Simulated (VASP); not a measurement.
# KF (P6_3mc) in VASP: relaxation of cell and atoms with PBE

Aim: the relaxation of cell and atoms of KF with PBE.

Everything below comes from runs of VASP 6.6.1. Logs are shortened: lines on timing, memory, paths and dates and some standing lists are left out, and cuts for length are marked.

## 1. The cell of the first run

The structure is hexagonal, space group P6_3mc (No. 186). The conventional cell has a = 3.781 Å, b = 3.781 Å, c = 6.175 Å, α = 90.00°, β = 90.00°, γ = 120.00°. Within 3.1 Å of K (site symmetry 3m) lie 4 F at 2.32 Å. F (site symmetry 3m) has 4 K at 2.32 Å within 3.1 Å.

## 2. Relaxation of cell and atoms, PBE

File INCAR:

```
PREC     = Accurate       # precision mode
ENCUT    = 600            # plane-wave cutoff, eV
EDIFF    = 1E-6           # SCF threshold, eV
ISMEAR   = -1             # smearing method
SIGMA    = 0.02           # smearing width, eV
LREAL    = F              # projectors in reciprocal space
LASPH    = T              # aspherical terms in the spheres
NELM     = 100            # most SCF steps
ALGO     = Normal         # electronic algorithm
ISIF     = 3              # what is computed and relaxed
LWAVE    = F              # write WAVECAR
LCHARG   = F              # write CHGCAR
GGA      = PE             # functional
IBRION   = 2              # ionic algorithm
NSW      = 80             # ionic steps
EDIFFG   = -0.005         # ionic threshold
```

File KPOINTS:

```
regular mesh
0
Gamma
  12 12 4
```

File POSCAR:

```
KF
1.0
    3.7813589656      0.0000000000      0.0000000000
   -1.8906794828      3.2747529250      0.0000000000
    0.0000000000      0.0000000000      6.1749591908
K F
2 2
Direct
    0.3333333333      0.6666666667      0.0000000000
    0.6666666667      0.3333333333      0.5000000000
    0.3333333333      0.6666666667      0.3750000000
    0.6666666667      0.3333333333      0.8750000000
```

Potentials or basis: VASP PAW PBE potentials, release 64 (K_sv, F).

Started as:

```console
> cat potpaw_PBE.64/K_sv/POTCAR potpaw_PBE.64/F/POTCAR > POTCAR
> mpirun -np 1 vasp_std > vasp.out
```

OUTCAR:

```text
PREC = Accurate
   ENCUT = 600
   EDIFF = 1E-6
   ISMEAR = -1
   LREAL = F
   LASPH = T
   NELM = 100
   ISIF = 3
   GGA = PE
   IBRION = 2
   NSW = 80
   EDIFFG = -0.005

 ion  position               nearest neighbor table
   1  0.333  0.667  0.000-   4 2.32   4 2.32   4 2.32   3 2.32   2 3.78   2 3.78   2 3.78   2 3.78
                             2 3.78   2 3.78
   2  0.667  0.333  0.500-   3 2.32   3 2.32   3 2.32   4 2.32   1 3.78   1 3.78   1 3.78   1 3.78
                             1 3.78   1 3.78
   3  0.333  0.667  0.375-   2 2.32   2 2.32   2 2.32   1 2.32
   4  0.667  0.333  0.875-   1 2.32   1 2.32   1 2.32   2 2.32

  LATTYP: Found a hexagonal cell.
 ALAT       =     3.7813589656
 C/A-ratio  =     1.6330000000

  Lattice vectors:

 A1 = (   3.7813589656,   0.0000000000,   0.0000000000)
 A2 = (  -1.8906794828,   3.2747529250,   0.0000000000)
 A3 = (   0.0000000000,   0.0000000000,   6.1749591908)

Analysis of symmetry for initial positions (statically):
=====================================================================
 Subroutine PRICEL returns:
 Original cell was already a primitive cell.

 Routine SETGRP: Setting up the symmetry group for a
 hexagonal supercell.

 Subroutine GETGRP returns: Found 12 space group operations
 (whereof  6 operations were pure point group operations)
 out of a pool of 24 trial point group operations.

The static configuration has the point symmetry C_3v.
 The point group associated with its full space group is C_6v.

Analysis of symmetry for dynamics (positions and initial velocities):
=====================================================================
 Subroutine PRICEL returns:
 Original cell was already a primitive cell.

 Routine SETGRP: Setting up the symmetry group for a
 hexagonal supercell.

 Subroutine GETGRP returns: Found 12 space group operations
 (whereof  6 operations were pure point group operations)
 out of a pool of 24 trial point group operations.

The dynamic configuration has the point symmetry C_3v.
 The point group associated with its full space group is C_6v.

 Subroutine INISYM returns: Found 12 space group operations
 (whereof  6 operations are pure point group operations),
 and found     1 'primitive' translations

----------------------------------------------------------------------------------------

                                     Primitive cell

  volume of cell :      76.4646

  direct lattice vectors                    reciprocal lattice vectors
     3.781358966  0.000000000  0.000000000     0.264455189  0.152683275  0.000000000
    -1.890679483  3.274752925  0.000000000     0.000000000  0.305366549  0.000000000
     0.000000000  0.000000000  6.174959191     0.000000000  0.000000000  0.161944390

  length of vectors
     3.781358966  3.781358966  6.174959191     0.305366549  0.305366549  0.161944390

  position of ions in fractional coordinates (direct lattice)
     0.333333333  0.666666667  0.000000000
     0.666666667  0.333333333  0.500000000
     0.333333333  0.666666667  0.375000000
     0.666666667  0.333333333  0.875000000

  ion indices of the primitive-cell ions
   primitive index   ion index
                 1           1
                 2           2
                 3           3
                 4           4

----------------------------------------------------------------------------------------

 KPOINTS: regular mesh

Automatic generation of k-mesh.
 Grid dimensions read from file:
 generate k-points for:   12   12    4

 Generating k-lattice:

  Cartesian coordinates                     Fractional coordinates (reciprocal lattice)
     0.022037932  0.012723606  0.000000000     0.083333333  0.000000000  0.000000000
     0.000000000  0.025447212  0.000000000     0.000000000  0.083333333  0.000000000
     0.000000000  0.000000000  0.040486098     0.000000000  0.000000000  0.250000000

  Length of vectors
     0.025447212  0.025447212  0.040486098

  Shift w.r.t. Gamma in fractional coordinates (k-lattice)
     0.000000000  0.000000000  0.000000000

 Subroutine IBZKPT returns following result:
 ===========================================

 Found     57 irreducible k-points:

 Following reciprocal coordinates:
            Coordinates               Weight
  0.000000  0.000000  0.000000      1.000000
  0.083333  0.000000  0.000000      6.000000
  0.166667  0.000000  0.000000      6.000000
  0.250000  0.000000  0.000000      6.000000
  0.333333  0.000000  0.000000      6.000000
  0.416667  0.000000  0.000000      6.000000
[... 16 lines left out ...]
  0.250000  0.000000  0.250000     12.000000
  0.333333  0.000000  0.250000     12.000000
 [... further k-points ...]
   k-points           NKPTS =     57   k-points in BZ     NKDIM =     57   number of bands    NBANDS=     20
   number of dos      NEDOS =    301   number of ions     NIONS =      4
   total plane-waves  NPLWV =  45000
   dimension x,y,z NGX =    30 NGY =   30 NGZ =   50
   dimension x,y,z NGXF=    60 NGYF=   60 NGZF=  100
   ions per type =               2   2
   NGX,Y,Z   is equivalent  to a cutoff of  13.19, 13.19, 13.46 a.u.
   NGXF,Y,Z  is equivalent  to a cutoff of  26.38, 26.38, 26.92 a.u.
 SYSTEM =  unknown system
   PREC   = accura    normal or accurate (medium, high low for compatibility)
   ISTART =      0    job   : 0-new  1-cont  2-samecut
   ICHARG =      2    charge: 1-file 2-atom 10-const
   ISPIN  =      1    spin polarized calculation?
   LNONCOLLINEAR =      F non collinear calculations
   LSORBIT =      F    spin-orbit coupling
   LASPH  =      T    aspherical Exc in radial PAW
   ENCUT  =  600.0 eV  44.10 Ry    6.64 a.u.   7.55  7.55 12.33*2*pi/ulx,y,z
   NELM   =    100;   NELMIN=  2; NELMDL= -5     # of ELM steps
   EDIFF  = 0.1E-05   stopping-criterion for ELM
   LREAL  =      F    real-space projection
   EDIFFG = -.5E-02   stopping-criterion for IOM
   NSW    =     80    number of steps for IOM
   IBRION =      2    ionic relax: 0-MD 1-quasi-New 2-CG
   NFREE  =      1    steps in history (QN), initial steepest desc. (CG)
   ISIF   =      3    stress and relaxation
   ISYM   =      2    0-nonsym 1-usesym 2-fastsym
   POTIM  = 0.5000    time-step for ionic-motion
   TEBEG  =    0.0;   TEEND  =   0.0 temperature during run
   PSTRESS=    0.0 pullay stress
   NELECT =      32.0000    total number of electrons
   NUPDOWN=      -1.0000    fix difference up-down
   EMIN   =  10.00;   EMAX   =-10.00  energy-range for DOS
   EFERMI =   0.00;   METHOD = LEGACY
   ISMEAR =    -1;   SIGMA  =   0.02  broadening in eV -4-tet -1-fermi 0-gaus
   EFERMI_NEDOS =   21; number of points for ismear=-14 and -15
   IALGO  =     38    algorithm
   IMIX   =      4    mixing-type and parameters
     AMIX     =   0.40;   BMIX     =  1.00
     AMIX_MAG =   1.60;   BMIX_MAG =  1.00
  volume/ion in A,a.u.               =      19.12       129.00
  Fermi-wavevector in a.u.,A,eV,Ry     =   1.224535  2.314036 20.401755  1.499487
  Thomas-Fermi vector in A             =   2.359606
   LORBIT       =      0    0 simple, 1 ext, 2 COOP (PROOUT), +10 PAW based schemes
   GGA     = PE    functional components
   LHFCALC =     F    Hartree Fock is set to
   AEXX    =    0.0000 exact exchange contribution
   IVDW    =     0    specifies the selected vdW correction
   LEPSILON=     F    determine dielectric tensor
   LRPA    =     F    only Hartree local field effects (RPA)
 conjugate gradient relaxation of ions
 non-spin polarized calculation
  energy-cutoff  :      600.00
  volume of cell :       76.46
 maximum number of plane-waves:      2575
   NGX = 15   NGY = 15   NGZ = 25

--------------------------------------- Ionic step        1  -------------------------------------------

 number of electron      32.0000021 magnetization

 Free energy of the ion-electron system (eV)
  ---------------------------------------------------
  ext. energy  EPLUGINS =         0.00000000
  ---------------------------------------------------
  free energy    TOTEN  =       -15.31786294 eV

  energy without entropy =      -15.31786294  energy(sigma->0) =      -15.31786294

------------------------ aborting loop because EDIFF is reached ----------------------------------------

  FORCE on cell =-STRESS in cart. coord.  units (eV):
  Direction    XX          YY          ZZ          XY          YZ          ZX
  --------------------------------------------------------------------------------------
  -------------------------------------------------------------------------------------
  Total        6.8403071      6.8403071      6.5640533      0.0000000     -0.0000000      0.0000000
  in kB      143.3262195    143.3262195    137.5378215      0.0000000     -0.0000000      0.0000000
  external PRESSURE =     141.3967535 kB  Pullay stress =       0.0000000 kB
[... 95 lines left out ...]
  FREE ENERGIE OF THE ION-ELECTRON SYSTEM (eV)
  ---------------------------------------------------
  free  energy   TOTEN  =       -16.2573599862 eV

  energy  without entropy=      -16.2573599862  energy(sigma->0) =      -16.25735999

[... ionic steps 4 to 37 ...]

--------------------------------------- Ionic step       38  -------------------------------------------

 number of electron      32.0000023 magnetization

------------------------ aborting loop because EDIFF is reached ----------------------------------------

  FORCE on cell =-STRESS in cart. coord.  units (eV):
  Direction    XX          YY          ZZ          XY          YZ          ZX
  --------------------------------------------------------------------------------------
  -------------------------------------------------------------------------------------
  Total       -0.0103729     -0.0103729     -0.0657268      0.0000000     -0.0000000      0.0000000
  in kB       -0.1767406     -0.1767406     -1.1198937      0.0000000     -0.0000000      0.0000000
  external PRESSURE =      -0.4911250 kB  Pullay stress =       0.0000000 kB
[... 61 lines left out ...]
  energy  without entropy=      -16.3996358176  energy(sigma->0) =      -16.39963582

--------------------------------------- Ionic step       40  -------------------------------------------

 number of electron      32.0000029 magnetization

 Free energy of the ion-electron system (eV)
  ---------------------------------------------------
  ext. energy  EPLUGINS =         0.00000000
  ---------------------------------------------------
  free energy    TOTEN  =       -16.39966023 eV

  energy without entropy =      -16.39966023  energy(sigma->0) =      -16.39966023

 E-fermi :  -2.8712     XC(G=0):  -7.3308

 val. band max:       -3.4094216819   @ k =   0.0000   0.0000   0.0000
 cond. band min:       1.9315578772   @ k =   0.0000   0.0000   0.0000
 fundamental gap:      5.3409795591
 Fermi energy:        -2.8712269417

 k-point     1 :       0.0000    0.0000    0.0000
  band No.  band energies     occupation
      1     -29.6306      2.00000
      2     -29.5340      2.00000
      3     -22.0424      2.00000
      4     -22.0264      2.00000
      5     -13.3834      2.00000
      6     -13.1673      2.00000
[... 12 lines left out ...]
     19       7.1042      0.00000
[... 513 lines left out ...]
      4     -22.0834      2.00000
      5     -13.2047      2.00000
      6     -13.1949      2.00000
[... 12 lines left out ...]
     19       6.3120      0.00000
     20       6.7022      0.00000

 [... further k-points ...]

------------------------ aborting loop because EDIFF is reached ----------------------------------------

  FORCE on cell =-STRESS in cart. coord.  units (eV):
  Direction    XX          YY          ZZ          XY          YZ          ZX
  --------------------------------------------------------------------------------------
  -------------------------------------------------------------------------------------
  Total        0.0134979      0.0134979     -0.0174460      0.0000000      0.0000000      0.0000000
  in kB        0.2303602      0.2303602     -0.2977395      0.0000000      0.0000000      0.0000000
  external PRESSURE =       0.0543270 kB  Pullay stress =       0.0000000 kB
[... 19 lines left out ...]
  FREE ENERGIE OF THE ION-ELECTRON SYSTEM (eV)
  ---------------------------------------------------
  free  energy   TOTEN  =       -16.3996602252 eV

  energy  without entropy=      -16.3996602252  energy(sigma->0) =      -16.39966023

 reached required accuracy - stopping structural energy minimisation
```

It took 43 min on 1 thread of Intel Xeon 8259CL, shared host; peak memory 0.28 GiB.

What came out:

```
Free energy                           : -16.3997 eV
Relaxed volume                        : 23.47 Å³/atom
Relaxed cell                          : a = 4.475 Å, b = 4.475 Å, c = 5.412 Å, α = 90.00°, β = 90.00°, γ = 120.00°
Space group after relaxing (to 0.1 Å) : P6_3/mmc (No. 194)
Energy gained by relaxing             : 270.4 meV/atom
Ionic steps                           : 40
Pressure after relaxing               : 0.0 GPa
Band gap on the k mesh                : 5.34 eV
```

Step by step:
```csv
step,energy change (eV),largest force (eV/Å),pressure (GPa),volume (Å³)
1,0.0000,0.0351,14.14,76.46
2,-0.8934,0.0367,2.19,96.69
3,-0.9395,0.0347,0.60,102.11
4,-0.9439,0.0338,0.03,104.37
5,-0.9438,0.0336,-0.12,104.99
6,-0.9447,0.0371,-0.03,104.67
7,-0.9461,0.0496,0.19,103.69
8,-0.9469,0.0474,0.16,103.80
9,-0.9490,0.0417,0.05,104.16
10,-0.9516,0.0339,-0.16,104.85
11,-0.9504,0.0238,-0.65,106.18
12,-0.9521,0.0314,-0.32,105.30
13,-0.9528,0.0276,-0.29,105.12
14,-0.9547,0.0182,-0.23,104.57
15,-0.9581,0.0085,-0.12,103.47
16,-0.9678,0.0186,0.01,101.18
17,-1.0231,0.1123,0.14,96.29
18,-0.5139,1.2756,6.05,85.24
19,-1.0051,0.2298,0.45,95.67
20,-1.0414,0.2012,1.22,90.65
21,-1.0444,0.2427,0.94,91.64
22,-1.0436,0.2209,1.11,91.02
23,-1.0441,0.2106,1.12,90.94
24,-1.0444,0.1909,1.14,90.80
25,-1.0451,0.1891,1.14,90.84
26,-1.0471,0.1830,1.08,90.95
27,-1.0508,0.1712,0.98,91.18
28,-1.0576,0.1487,0.79,91.64
29,-1.0679,0.1092,0.42,92.55
30,-1.0776,0.0491,-0.23,94.40
31,-1.0781,0.0379,-0.38,94.87
32,-1.0794,0.0339,-0.29,94.62
33,-1.0813,0.0233,-0.01,93.88
34,-1.0814,0.0208,0.07,93.70
35,-1.0815,0.0184,0.05,93.76
36,-1.0817,0.0114,-0.01,93.93
37,-1.0816,0.0018,-0.11,94.27
38,-1.0817,0.0077,-0.05,94.03
39,-1.0818,0.0034,-0.02,93.95
40,-1.0818,0.0001,0.01,93.88
```

Final structure:
```
K F
1.0
     4.47539    0.00000    0.00000
    -2.23770    3.87580    0.00000
     0.00000    0.00000    5.41224
K F
2 2
Direct
  0.33333 0.66667 0.93745
  0.66667 0.33333 0.43745
  0.33333 0.66667 0.43755
  0.66667 0.33333 0.93755
```

Levels at points of the mesh, in eV from the valence-band top:
| k point | band 12 | band 13 | band 14 | band 15 | band 16 | band 17 | band 18 | band 19 | band 20 |
| --- | --- | --- | --- | --- | --- | --- | --- | --- | --- |
| (0.00, 0.00, 0.00) | -0.27 | -0.27 | -0.27 | -0.19 | 0.00 | 5.34 | 9.73 | 10.51 | 10.51 |
| (0.50, 0.00, 0.00) | -0.31 | -0.15 | -0.14 | -0.10 | -0.07 | 7.35 | 8.79 | 8.99 | 9.59 |
| (0.00, 0.00, 0.50) | -0.43 | -0.29 | -0.29 | -0.29 | -0.29 | 6.93 | 6.93 | 10.94 | 10.94 |
| (0.50, 0.00, 0.50) | -0.57 | -0.26 | -0.26 | -0.13 | -0.13 | 7.99 | 7.99 | 10.56 | 10.56 |

Caveat: the volume moved by over 15 % at a fixed basis, so the end points are rough; the structure was generated, so it needn't be the stable form of KF.
